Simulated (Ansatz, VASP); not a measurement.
MgCd2O3: VASP beside Ansatz

```xyz
6
Lattice="3.2375 0.0000 0.0000 -1.6187 2.8037 0.0000 0.0000 0.0000 8.0898" Properties=species:S:1:pos:R:3 pbc="T T T"
Mg    0.0000    0.0000    0.0000
Cd    0.0000    1.8692    2.6146
Cd    1.6187    0.9346    5.4752
O     0.0000    1.8692    6.9454
O     1.6187    0.9346    1.1444
O     0.0000    0.0000    4.0449
```

Alike in both runs: functional PBE; k mesh 6 × 6 × 2; occupations gaussian, width 0.1 eV; no spin polarisation.

Ansatz relaxed the structure, and its values are those at the end. VASP's run is a single point on that final structure, the one shown.

|  | VASP | Ansatz |
| --- | --- | --- |
| version | VASP 6.6.1 | Ansatz 0.2.0 |
| potentials or method | VASP PAW PBE potentials, release 64 (Mg_sv, Cd_sv_GW, O), cutoff 840 eV | scalar-relativistic, plane waves, PAW |
| valence electrons in the cell | 68 | 68 |

|  | VASP | Ansatz | Ansatz less VASP |
| --- | --- | --- | --- |
| gap on the k mesh at the Fermi level (eV) | 0.60 | 0.60 | +0.001 |
| least direct gap on the mesh (eV) | 0.60 | 0.60 | +0.002 |
| pressure (GPa) | -0.1 | 0.0 | +0.18 |
| rms of the force components (eV/Å) | 0.003 | 0.005 | +0.0022 |
